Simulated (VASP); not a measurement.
Runs of VASP 6.6.1 on As2Se. The structure is that of space group I4_1/amd (No. 141), or close to it. The cells are those of the table. 

```tsv
task	cell	cutoff (eV)	gap on the mesh (eV)	pressure (GPa)
single point	a = 5.433 Å, angles 103.3, 103.3, 122.7°, 6 atoms	520	none	(a)
single point	a = 5.366 Å, angles 103.6, 103.6, 121.9°, 6 atoms	520	none	8.7
single point	a = 5.561 Å, angles 102.8, 102.8, 123.9°, 6 atoms	520	none	0.2
relaxation of cell and atoms	relaxed from a = 5.653 Å, angles 102.7, 102.7, 124.0°, 6 atoms	600	none	0.0
single point	a = 5.497 Å, angles 103.0, 103.0, 123.3°, 6 atoms	520	none	2.6
```

Alike in all rows: level PBEsol; potentials or basis VASP PAW PBE potentials, release 64 (As, Se); no spin polarisation; k mesh 8 × 8 × 8; smearing gaussian 0.1 eV.

Question: Fill in the values left out.

Answer: (a) 5.5.

Caveats: the PAW data sets were made with another functional, which shifts forces and pressure a little.

A k mesh can miss the band edges, and the runs leave out spin-orbit coupling on As, Se.

A gap of «none» marks levels without a gap at the run's occupations.
